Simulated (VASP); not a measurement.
# GdO: single point with r2SCAN

The system is GdO.

```xyz
2
Lattice="3.0628 0.0000 0.0000 0.0000 3.0628 0.0000 0.0000 0.0000 3.0628" Properties=species:S:1:pos:R:3 pbc="T T T"
Gd    0.0000    0.0000    0.0000
O     1.5314    1.5314    1.5314
```

| Quantity | Value |
| --- | --- |
| Program | VASP 6.6.1 |
| Task | single point |
| Functional | r2SCAN |
| Potentials or basis | VASP PAW PBE potentials, release 64 (Gd, O) |
| Cutoff | 520 eV |
| k mesh | 12 × 12 × 12 |
| Occupations | gaussian, width 0.05 eV |
| Spin | collinear spin, ferromagnetic start |
| Starting moments | [8.02, 0.0] μB |

```
Pressure                                              : -6.4 GPa
Net moment                                            : 7.79 μB per cell
Site moments                                          : Gd +7.20; O -0.04 μB
Valence electrons inside the program's atomic spheres : Gd 15.35; O 4.97
```

Levels at points of the mesh, in eV from the Fermi level:
Spin up:
| k point | band 13 | band 14 | band 15 | band 16 | band 17 | band 18 | band 19 | band 20 |
| --- | --- | --- | --- | --- | --- | --- | --- | --- |
| (0.00, 0.00, 0.00) | -4.15 | -4.15 | -4.15 | -3.24 | -3.24 | -0.18 | 5.67 | 5.67 |
| (0.50, 0.00, 0.00) | -6.27 | -5.10 | -5.10 | -2.32 | 2.30 | 4.65 | 4.65 | 6.21 |
| (0.50, 0.50, 0.00) | -5.37 | -5.37 | -3.92 | -1.81 | -0.11 | 2.64 | 2.64 | 7.85 |
| (0.50, 0.50, 0.50) | -6.32 | -6.32 | -6.32 | 3.95 | 3.95 | 3.95 | 8.13 | 8.13 |
Spin down:
| k point | band 5 | band 6 | band 7 | band 8 | band 9 | band 10 | band 11 | band 12 |
| --- | --- | --- | --- | --- | --- | --- | --- | --- |
| (0.00, 0.00, 0.00) | -21.12 | -4.46 | -4.46 | -4.46 | -0.84 | -0.84 | 0.72 | 0.72 |
| (0.50, 0.00, 0.00) | -19.42 | -7.33 | -5.06 | -5.06 | 0.38 | 0.40 | 0.60 | 0.80 |
| (0.50, 0.50, 0.00) | -20.75 | -5.58 | -5.58 | -4.52 | 0.69 | 0.69 | 0.81 | 0.92 |
| (0.50, 0.50, 0.50) | -20.37 | -7.44 | -7.44 | -7.44 | 0.80 | 0.80 | 0.80 | 0.84 |

Wall time 8.6 min on 1 thread of Intel Xeon 8259CL (shared host), peak memory 0.24 GiB.

Caveat: the cell stands under tension; the PAW data sets were made with another functional, which shifts forces and pressure a little; spin-orbit coupling is left out, which moves the levels of the heavy elements; a cell with one magnetic atom can't hold antiferromagnetic order, which such compounds often take; semilocal functionals describe open f shells poorly, which spoils levels, moments and volumes. With open d or f shells a metallic result of r2SCAN can be an artefact of self-interaction; +U or a hybrid may open a gap.
